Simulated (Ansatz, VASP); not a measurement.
# BN in VASP and in Ansatz

```xyz
4
Lattice="2.4701 0.0000 0.0000 -1.2351 2.1392 0.0000 0.0000 0.0000 6.5712" Properties=species:S:1:pos:R:3 pbc="T T T"
B     0.0000    1.4261    1.6428
B     1.2351    0.7131    4.9284
N     0.0000    1.4261    4.9284
N     1.2351    0.7131    1.6428
```

Change from the starting cell: volume scaled by 0.96, crystal datasets.

Alike in both runs: task electric field gradients; functional PBEsol; k mesh 11 × 11 × 4; occupations fermi-dirac, width 0.02 eV; no spin polarisation.

```csv
,VASP,Ansatz
version,VASP 6.6.1,Ansatz 0.2.0
potentials or method,"VASP PAW PBE potentials, release 64 (B, N), cutoff 520 eV","all-electron PAW with datasets made for the crystal, scalar-relativistic"
```

```tsv
	VASP	Ansatz	Ansatz less VASP
gap on the k mesh at the Fermi level (eV)	4.28	4.28	+0.006
pressure (GPa)	11.4	11.1	-0.35
traceless stress, the component that is largest in VASP (GPa)	-10.34	-9.82	+0.527
size of Vzz on the site where it differs most (V/Å²)	35.6	29.3	-6.32
```

VASP's potentials were made for PBE, not for PBEsol. Ansatz ran all-electron here, and VASP with PAW potentials.
